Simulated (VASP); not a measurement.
Input of a VASP 6.6.1 run:

INCAR

```
SYSTEM = ZnSi2N2
  PREC = Accurate
  ENCUT = 600
  EDIFF = 1E-6
  ISMEAR = 0
  SIGMA = 0.1
  LREAL = .False.
  LASPH = .True.
  NELM = 60
  ALGO = Normal
  ISIF = 3
  LWAVE = .False.
  LCHARG = .False.
  GGA = PE
  IBRION = 2
  NSW = 90
  EDIFFG = -0.04
```

Contents of KPOINTS:

```
Automatic mesh
0
Gamma
  6 6 4
  0 0 0
```

POSCAR

```
ZnSi2N2
1.0
    3.8124870800      0.0000000000      0.0000000000
   -1.9062435400      3.3017106700      0.0000000000
    0.0000000000      0.0000000000      6.2718029200
Zn Si N
1 2 2
Direct
    0.0000000000      0.0000000000      0.0000000000
    0.3333333300      0.6666666700      0.6200000000
    0.6666666700      0.3333333300      0.3800000000
    0.3333333300      0.6666666700      0.2599999900
    0.6666666700      0.3333333300      0.7400000100
```

Potentials or basis: VASP PAW PBE potentials, release 64 (Zn, Si, N).

Run with:

```console
$ cat potpaw_PBE.64/Zn/POTCAR potpaw_PBE.64/Si/POTCAR potpaw_PBE.64/N/POTCAR > POTCAR
$ mpirun -np 1 vasp_std > vasp.out
```

What does it give for the relaxed volume?

12.23 Å³/atom.

Estimate the band gap on the k mesh.

zero (bands 15 and 16 overlap by 0.44 eV).

Final structure:
```
Zn Si N
1.0
     2.87350    0.00000    0.00000
    -1.43675    2.48853    0.00000
     0.00000    0.00000    8.54848
Zn Si N
1 2 2
Direct
  0.00000 0.00000 0.00000
  0.33333 0.66667 0.73478
  0.66667 0.33333 0.26522
  0.33333 0.66667 0.33530
  0.66667 0.33333 0.66470
```

Caveat: the volume moved by over 15 % at a fixed basis, so the end points are rough.
